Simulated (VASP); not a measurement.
# Zn24SO23 (a cell with a defect) in VASP: a series of runs

Zn24SO23 (a cell with a defect) is run at these levels: PBE; tasks: single point.

Program: VASP 6.6.1. These are calculated values, not measurements. Logs are shortened: lines on timing, memory, paths and dates and some standing lists are left out, and cuts for length are marked.

## Step 1: The cell of the first run

The cell holds a defect, 48 atoms: a = 6.499 Å, b = 9.748 Å, c = 10.411 Å, α = 90.00°, β = 90.00°, γ = 120.00°.

## Step 2: Single point, PBE

Input file INCAR:

```
PREC = Accurate
ENCUT = 520
EDIFF = 1E-6
ISMEAR = -1
SIGMA = 0.01
LREAL = Auto
LASPH = T
NELM = 100
ALGO = Normal
ISIF = 2
LWAVE = F
LCHARG = F
GGA = PE
NBANDS = 246
```

Input file KPOINTS:

```
regular mesh
0
Gamma
  3 2 2
```

Input file POSCAR:

```
Zn24SO23
1.0
    6.4986160000      0.0000000000      0.0000000000
   -4.8739620000      8.4419498181      0.0000000000
    0.0000000000      0.0000000000     10.4114180000
Zn S O
24 1 23
Direct
    0.1666666666      0.2222222222      0.2500000000
    0.1666666666      0.2222222222      0.7500000000
    0.1666666666      0.5555555556      0.2500000000
    0.1666666666      0.5555555556      0.7500000000
    0.1666666666      0.8888888889      0.2500000000
    0.1666666666      0.8888888889      0.7500000000
    0.6666666666      0.2222222222      0.2500000000
    0.6666666666      0.2222222222      0.7500000000
    0.6666666666      0.5555555556      0.2500000000
    0.6666666666      0.5555555556      0.7500000000
    0.6666666666      0.8888888889      0.2500000000
    0.6666666666      0.8888888889      0.7500000000
    0.3333333334      0.1111111111      0.0000000000
    0.3333333334      0.1111111111      0.5000000000
    0.3333333334      0.4444444444      0.0000000000
    0.3333333334      0.4444444444      0.5000000000
    0.3333333334      0.7777777778      0.0000000000
    0.3333333334      0.7777777778      0.5000000000
    0.8333333334      0.1111111111      0.0000000000
    0.8333333334      0.1111111111      0.5000000000
    0.8333333334      0.4444444444      0.0000000000
    0.8333333334      0.4444444444      0.5000000000
    0.8333333334      0.7777777778      0.0000000000
    0.8333333334      0.7777777778      0.5000000000
    0.3333333334      0.1111111111      0.1895050000
    0.3333333334      0.1111111111      0.6895050000
    0.3333333334      0.4444444444      0.1895050000
    0.3333333334      0.4444444444      0.6895050000
    0.3333333334      0.7777777778      0.1895050000
    0.3333333334      0.7777777778      0.6895050000
    0.8333333334      0.1111111111      0.1895050000
    0.8333333334      0.1111111111      0.6895050000
    0.8333333334      0.4444444444      0.1895050000
    0.8333333334      0.4444444444      0.6895050000
    0.8333333334      0.7777777778      0.1895050000
    0.8333333334      0.7777777778      0.6895050000
    0.1666666666      0.2222222222      0.4395050000
    0.1666666666      0.2222222222      0.9395050000
    0.1666666666      0.5555555556      0.4395050000
    0.1666666666      0.5555555556      0.9395050000
    0.1666666666      0.8888888889      0.4395050000
    0.1666666666      0.8888888889      0.9395050000
    0.6666666666      0.2222222222      0.4395050000
    0.6666666666      0.2222222222      0.9395050000
    0.6666666666      0.5555555556      0.4395050000
    0.6666666666      0.5555555556      0.9395050000
    0.6666666666      0.8888888889      0.4395050000
    0.6666666666      0.8888888889      0.9395050000
```

Potentials or basis: VASP PAW PBE potentials, release 64 (Zn, S, O).

Command:

```sh
$ cat potpaw_PBE.64/Zn/POTCAR potpaw_PBE.64/S/POTCAR potpaw_PBE.64/O/POTCAR > POTCAR
$ mpirun -np 1 vasp_std > vasp.out
```

OUTCAR:

```text
PREC = Accurate
   ENCUT = 520
   EDIFF = 1E-6
   ISMEAR = -1
   LREAL = Auto
   LASPH = T
   NELM = 100
   ISIF = 2
   GGA = PE

 ion  position               nearest neighbor table
   1  0.167  0.222  0.250-  37 1.97  31 1.98  27 1.98  25 1.98
   2  0.167  0.222  0.750-  38 1.97  32 1.98  28 1.98  26 1.98
   3  0.167  0.556  0.250-  39 1.97  33 1.98  29 1.98  27 1.98
   4  0.167  0.556  0.750-  40 1.97  34 1.98  30 1.98  28 1.98
   5  0.167  0.889  0.250-  41 1.97  35 1.98  25 1.98  29 1.98
   6  0.167  0.889  0.750-  42 1.97  36 1.98  26 1.98  30 1.98
[... 40 lines left out ...]
  47  0.667  0.889  0.440-  11 1.97  18 1.98  20 1.98  24 1.98
  48  0.667  0.889  0.940-  12 1.97  17 1.98  19 1.98  23 1.98

  LATTYP: Found a simple monoclinic cell.
 ALAT       =     6.4986160000
 B/A-ratio  =     1.6020977390
 C/A-ratio  =     1.3228756555
 COS(beta)  =    -0.1889822365

  Lattice vectors:

 A1 = (   6.4986160000,   0.0000000000,   0.0000000000)
 A2 = (   0.0000000000,   0.0000000000,  10.4114180000)
 A3 = (  -1.6246540000,  -8.4419498181,   0.0000000000)

Analysis of symmetry for initial positions (statically):
=====================================================================
 Subroutine PRICEL returns:
 Original cell was already a primitive cell.

 Routine SETGRP: Setting up the symmetry group for a
 simple monoclinic supercell.

 Subroutine GETGRP returns: Found  1 space group operations
 (whereof  1 operations were pure point group operations)
 out of a pool of  4 trial point group operations.

The static configuration has the point symmetry C_1 .

Analysis of symmetry for dynamics (positions and initial velocities):
=====================================================================
 Subroutine PRICEL returns:
 Original cell was already a primitive cell.

 Routine SETGRP: Setting up the symmetry group for a
 simple monoclinic supercell.

 Subroutine GETGRP returns: Found  1 space group operations
 (whereof  1 operations were pure point group operations)
 out of a pool of  4 trial point group operations.

The dynamic configuration has the point symmetry C_1 .

 Subroutine INISYM returns: Found  1 space group operations
 (whereof  1 operations are pure point group operations),
 and found     1 'primitive' translations

----------------------------------------------------------------------------------------
[... 189 lines left out ...]
   EDIFFG = 0.1E-04   stopping-criterion for IOM
   NSW    =      0    number of steps for IOM
   IBRION =     -1    ionic relax: 0-MD 1-quasi-New 2-CG
   NFREE  =      0    steps in history (QN), initial steepest desc. (CG)
   ISIF   =      2    stress and relaxation
   ISYM   =      2    0-nonsym 1-usesym 2-fastsym
   POTIM  = 0.5000    time-step for ionic-motion
   TEBEG  =    0.0;   TEEND  =   0.0 temperature during run
   PSTRESS=    0.0 pullay stress
   NELECT =     432.0000    total number of electrons
   NUPDOWN=      -1.0000    fix difference up-down
   EMIN   =  10.00;   EMAX   =-10.00  energy-range for DOS
   EFERMI =   0.00;   METHOD = LEGACY
   ISMEAR =    -1;   SIGMA  =   0.01  broadening in eV -4-tet -1-fermi 0-gaus
   EFERMI_NEDOS =   21; number of points for ismear=-14 and -15
   IALGO  =     38    algorithm
   IMIX   =      4    mixing-type and parameters
     AMIX     =   0.40;   BMIX     =  1.00
     AMIX_MAG =   1.60;   BMIX_MAG =  1.00
  volume/ion in A,a.u.               =      11.90        80.30
  Fermi-wavevector in a.u.,A,eV,Ry     =   1.491574  2.818667 30.270160  2.224794
  Thomas-Fermi vector in A             =   2.604212
   LORBIT       =      0    0 simple, 1 ext, 2 COOP (PROOUT), +10 PAW based schemes
   GGA     = PE    functional components
   LHFCALC =     F    Hartree Fock is set to
   AEXX    =    0.0000 exact exchange contribution
   IVDW    =     0    specifies the selected vdW correction
   LEPSILON=     F    determine dielectric tensor
   LRPA    =     F    only Hartree local field effects (RPA)
 non-spin polarized calculation
  energy-cutoff  :      520.00
  volume of cell :      571.18
 maximum number of plane-waves:     15404
   NGX = 25   NGY = 37   NGZ = 39

 number of electron     432.0000199 magnetization

 Free energy of the ion-electron system (eV)
  ---------------------------------------------------
  ext. energy  EPLUGINS =         0.00000000
  ---------------------------------------------------
  free energy    TOTEN  =      -208.65337772 eV

  energy without entropy =     -208.65337772  energy(sigma->0) =     -208.65337772

 E-fermi :   1.7343     XC(G=0): -10.9691

 val. band max:        1.5029897654   @ k =   0.0000   0.0000   0.0000
 cond. band min:       2.3982350142   @ k =   0.0000   0.0000   0.0000
 fundamental gap:      0.8952452487
 Fermi energy:         1.7342647164

 k-point     1 :       0.0000    0.0000    0.0000
  band No.  band energies     occupation
      1     -16.6296      2.00000
      2     -16.2912      2.00000
      3     -16.2659      2.00000
      4     -16.1715      2.00000
      5     -16.1454      2.00000
      6     -15.9724      2.00000
[... 1837 lines left out ...]
    227       7.1659      0.00000
    228       7.2708      0.00000
 [bands above 228 left out]

------------------------ aborting loop because EDIFF is reached ----------------------------------------

  FORCE on cell =-STRESS in cart. coord.  units (eV):
  Direction    XX          YY          ZZ          XY          YZ          ZX
  --------------------------------------------------------------------------------------
  -------------------------------------------------------------------------------------
  Total       34.1749036     34.1205367     41.0368086     -0.0027755     -0.0031598      0.0006049
  in kB       95.8615298     95.7090293    115.1093593     -0.0077853     -0.0088634      0.0016967
  external PRESSURE =     102.2266395 kB  Pullay stress =       0.0000000 kB

 VOLUME and BASIS-vectors are now :
 -----------------------------------------------------------------------------
  energy-cutoff  :      520.00
  volume of cell :      571.18
      direct lattice vectors                 reciprocal lattice vectors
     6.498616000  0.000000000  0.000000000     0.153878918  0.088842035  0.000000000
    -4.873962000  8.441949818  0.000000000     0.000000000  0.118456046  0.000000000
     0.000000000  0.000000000 10.411418000     0.000000000  0.000000000  0.096048396

 POSITION                                       TOTAL-FORCE (eV/Angst)
 -----------------------------------------------------------------------------------
     -0.00000      1.87599      2.60285        -3.548560      2.050953      1.312627
     -0.00000      1.87599      7.80856        -0.032591      0.016241     -0.070650
     -1.62465      4.68997      2.60285         0.018552      0.023678     -0.090400
     -1.62465      4.68997      7.80856        -0.001267     -0.002409     -0.080882
     -3.24931      7.50396      2.60285         0.006341     -4.112897      1.323132
     -3.24931      7.50396      7.80856        -0.000012     -0.033431     -0.070473
[... 40 lines left out ...]
     -0.00000      7.50396      4.57587         0.000901      0.000185      0.054760
     -0.00000      7.50396      9.78158         0.001472      0.006590      0.098474
 -----------------------------------------------------------------------------------
    total drift:                                0.000053     -0.000026     -0.181033

  FREE ENERGIE OF THE ION-ELECTRON SYSTEM (eV)
  ---------------------------------------------------
  free  energy   TOTEN  =      -208.6533777220 eV

  energy  without entropy=     -208.6533777220  energy(sigma->0) =     -208.65337772
```

OSZICAR:

```text
N       E                     dE             d eps       ncg     rms          rms(c)
DAV:   1     0.641949691340E+04    0.64195E+04   -0.18706E+05  3944   0.257E+03
DAV:   2     0.135765328031E+04   -0.50618E+04   -0.48794E+04  3936   0.722E+02
DAV:   3    -0.493698502467E+02   -0.14070E+04   -0.13414E+04  4058   0.293E+02
[... 11 lines left out ...]
DAV:  15    -0.208653409542E+03   -0.48149E-04   -0.19397E-04  4840   0.866E-02    0.527E-02
DAV:  16    -0.208653393138E+03    0.16404E-04   -0.53492E-05  5520   0.466E-02    0.397E-02
DAV:  17    -0.208653375305E+03    0.17833E-04   -0.10700E-04  5808   0.518E-02    0.132E-02
DAV:  18    -0.208653377552E+03   -0.22465E-05   -0.32645E-05  4728   0.171E-02    0.566E-03
DAV:  19    -0.208653377722E+03   -0.17033E-06   -0.38356E-06  3416   0.104E-02
   1 F= -.20865338E+03 E0= -.20865338E+03  d E =-.473244E-11
```

Wall time 38 min (1 thread of Intel Xeon 6975P-C (Granite Rapids), shared host); peak memory 1 GiB.

What came out:

| Property | Result |
| --- | --- |
| Free energy | -208.6534 eV |
| Pressure | 10.2 GPa |
| Largest force | 4.514 eV/Å |
| Band gap on the k mesh | 0.90 eV |

Forces on the atoms (eV/Å):
```
Zn  -3.549  2.051  1.313
Zn  -0.033  0.016 -0.071
Zn   0.019  0.024 -0.090
Zn  -0.001 -0.002 -0.081
Zn   0.006 -4.113  1.323
Zn   0.000 -0.033 -0.070
Zn   3.549  2.045  1.315
Zn   0.033  0.017 -0.071
Zn  -0.019  0.015 -0.068
Zn   0.001  0.000 -0.085
Zn  -0.007 -0.024 -0.055
Zn   0.000  0.003 -0.090
Zn   0.000  0.000 -4.514
Zn   0.000  0.001  0.049
Zn  -0.012  0.009 -0.081
Zn  -0.006  0.000 -0.050
Zn  -0.003 -0.018 -0.082
Zn  -0.004 -0.006 -0.051
Zn   0.000  0.015 -0.100
Zn   0.000  0.011 -0.034
Zn   0.012  0.008 -0.088
Zn   0.006  0.000 -0.048
Zn   0.003 -0.014 -0.089
Zn   0.004 -0.005 -0.049
S   -0.001  0.000  0.322
O    0.000  0.000  0.058
O   -0.167  0.123  0.113
O    0.005  0.010  0.070
O    0.045 -0.191  0.113
O    0.010 -0.001  0.070
O    0.000  0.151  0.161
O    0.000 -0.017  0.066
O    0.166  0.141  0.114
O   -0.005  0.009  0.070
O   -0.045 -0.220  0.115
O   -0.010 -0.001  0.070
O   -0.155  0.089  0.222
O   -0.067  0.033 -0.196
O   -0.001 -0.001  0.067
O   -0.002 -0.001  0.082
O   -0.001 -0.180  0.221
O   -0.001 -0.073 -0.198
O    0.155  0.089  0.220
O    0.067  0.034 -0.195
O    0.001  0.001  0.061
O    0.002  0.000  0.090
O    0.001  0.000  0.055
O    0.001  0.007  0.098
```

## Step 3: Single point, PBE

Input file INCAR:

```
PREC = Accurate
ENCUT = 520
EDIFF = 1E-6
ISMEAR = -1
SIGMA = 0.01
LREAL = Auto
LASPH = True
NELM = 100
ALGO = Normal
ISIF = 2
LWAVE = False
LCHARG = False
GGA = PE
NBANDS = 246
```

KPOINTS is that of step 2.

Input file POSCAR:

```
Zn24SO23
1.0
    6.4986160000      0.0000000000      0.0000000000
   -4.8739620000      8.4419498181      0.0000000000
    0.0000000000      0.0000000000     10.4114180000
Zn S O
24 1 23
Direct
    0.1545089019      0.2339370776      0.2601918139
    0.1650190893      0.2232958557      0.7417475253
    0.1737777435      0.5598035175      0.2509600972
    0.1675859726      0.5564309955      0.7533538471
    0.1432016487      0.8601531155      0.2601209766
    0.1636484922      0.8855853500      0.7407428331
    0.6990245498      0.2371263858      0.2596480193
    0.6707684299      0.2245060747      0.7419489448
    0.6582095940      0.5486066953      0.2489581433
    0.6666800328      0.5558124717      0.7536910216
    0.6705619113      0.8919957761      0.2463340890
    0.6667267824      0.8882867058      0.7549974281
    0.3328684678      0.1107366905     -0.0296155536
    0.3332388473      0.1101408200      0.4955963887
    0.3310017636      0.4422700482     -0.0013833151
    0.3360229349      0.4479892121      0.5031822672
    0.3320388241      0.7796639121     -0.0004087615
    0.3387938814      0.7769901593      0.5022792980
    0.8357665590      0.1146189478     -0.0008341444
    0.8292540822      0.1063478969      0.5020368797
    0.8328400790      0.4428706841     -0.0002133152
    0.8378369522      0.4500468817      0.5023656539
    0.8362104979      0.7783381386      0.0007351792
    0.8251560893      0.7748097771      0.5012449367
    0.3309907489      0.1070142895      0.1857914187
    0.3335372678      0.1108723967      0.6877958152
    0.3299573828      0.4468097260      0.1887257045
    0.3356815374      0.4476342226      0.6916939318
    0.3371393588      0.7762621868      0.1893623670
    0.3371944244      0.7768537606      0.6909894103
    0.8347597621      0.1138274803      0.1894196593
    0.8297810823      0.1070194463      0.6901819804
    0.8440479874      0.4517945894      0.1902414420
    0.8367873020      0.4488974349      0.6911497811
    0.8216716915      0.7695151079      0.1906282053
    0.8272359863      0.7758585981      0.6903071499
    0.1645882478      0.2246817948      0.4484731001
    0.1629685327      0.2247938755      0.9308736411
    0.1683517328      0.5563201119      0.4407464318
    0.1674557902      0.5565376639      0.9421641296
    0.1618665872      0.8828866096      0.4485367370
    0.1612257374      0.8828964059      0.9303529242
    0.6736114347      0.2259758823      0.4481305893
    0.6744159017      0.2255637825      0.9312375681
    0.6648893509      0.5541890068      0.4392948156
    0.6659887472      0.5547662605      0.9428729715
    0.6668201459      0.8884808309      0.4371753415
    0.6682911325      0.8901853467      0.9442946315
```

Potentials or basis: VASP PAW PBE potentials, release 64 (Zn, S, O).

Command:

```sh
$ cat potpaw_PBE.64/Zn/POTCAR potpaw_PBE.64/S/POTCAR potpaw_PBE.64/O/POTCAR > POTCAR
$ mpirun -np 1 vasp_std > vasp.out
```

Wall time 36 min (1 thread of Intel Xeon 6975P-C (Granite Rapids), shared host); peak memory 1 GiB.

Results (log left out):

| Property | Result |
| --- | --- |
| Free energy | -210.5296 eV |
| Pressure | 8.9 GPa |
| Largest force | 0.040 eV/Å |
| Band gap on the k mesh | 0.74 eV |

Forces in eV/Å, atoms in the order of the input:
```
Zn   0.019 -0.004 -0.001
Zn   0.003  0.000 -0.014
Zn  -0.004 -0.006  0.017
Zn   0.000 -0.002 -0.007
Zn   0.001  0.019 -0.002
Zn  -0.001  0.002 -0.010
Zn  -0.020 -0.012 -0.002
Zn  -0.003  0.002 -0.015
Zn   0.001 -0.005  0.007
Zn   0.000 -0.004 -0.006
Zn   0.001 -0.003  0.004
Zn   0.000  0.000 -0.007
Zn   0.001  0.000  0.040
Zn  -0.001 -0.003 -0.010
Zn   0.001  0.002  0.000
Zn   0.001  0.000  0.002
Zn   0.001 -0.002 -0.001
Zn   0.004  0.000  0.001
Zn  -0.001  0.001  0.001
Zn   0.000 -0.006  0.000
Zn  -0.001 -0.002 -0.001
Zn   0.000  0.001  0.004
Zn   0.000 -0.002 -0.001
Zn  -0.003  0.000  0.003
S    0.004 -0.006 -0.003
O   -0.002  0.001  0.002
O    0.007 -0.004 -0.013
O    0.001 -0.002  0.004
O    0.004  0.021 -0.013
O    0.000  0.004  0.004
O    0.000 -0.015 -0.016
O    0.001 -0.001  0.006
O   -0.003  0.006 -0.009
O    0.000 -0.001  0.004
O   -0.010  0.006 -0.006
O    0.000  0.003  0.001
O    0.009 -0.007  0.001
O   -0.005  0.000  0.008
O   -0.002 -0.002 -0.007
O    0.000  0.002  0.011
O    0.001  0.012  0.003
O   -0.003 -0.001  0.007
O   -0.008 -0.004  0.000
O    0.004  0.002  0.012
O    0.003  0.000 -0.014
O    0.000  0.003  0.016
O   -0.001  0.004 -0.011
O    0.001 -0.002  0.010
```

Stress tensor (GPa, compression positive):
```
 8.71 -0.02  0.00
-0.02  8.68 -0.04
 0.00 -0.04  9.45
```

Levels at points of the mesh, in eV from the valence-band top:
```
           k point  band 212  band 213  band 214  band 215  band 216  band 217  band 218  band 219  band 220  band 221
(0.00, 0.00, 0.00)     -0.43     -0.35     -0.20     -0.08      0.00      0.74      3.35      3.40      4.13      4.18
(0.00, 0.50, 0.00)     -0.58     -0.43     -0.37     -0.33     -0.09      2.17      2.24      3.96      4.09      4.16
(0.00, 0.00, 0.50)     -0.60     -0.28     -0.28     -0.14     -0.03      1.83      1.93      4.16      4.22      4.33
(0.00, 0.50, 0.50)     -0.52     -0.50     -0.49     -0.41     -0.12      2.67      2.77      2.81      2.97      4.95
```

Caveat: semilocal functionals underestimate gaps, and a narrow one can read as zero.
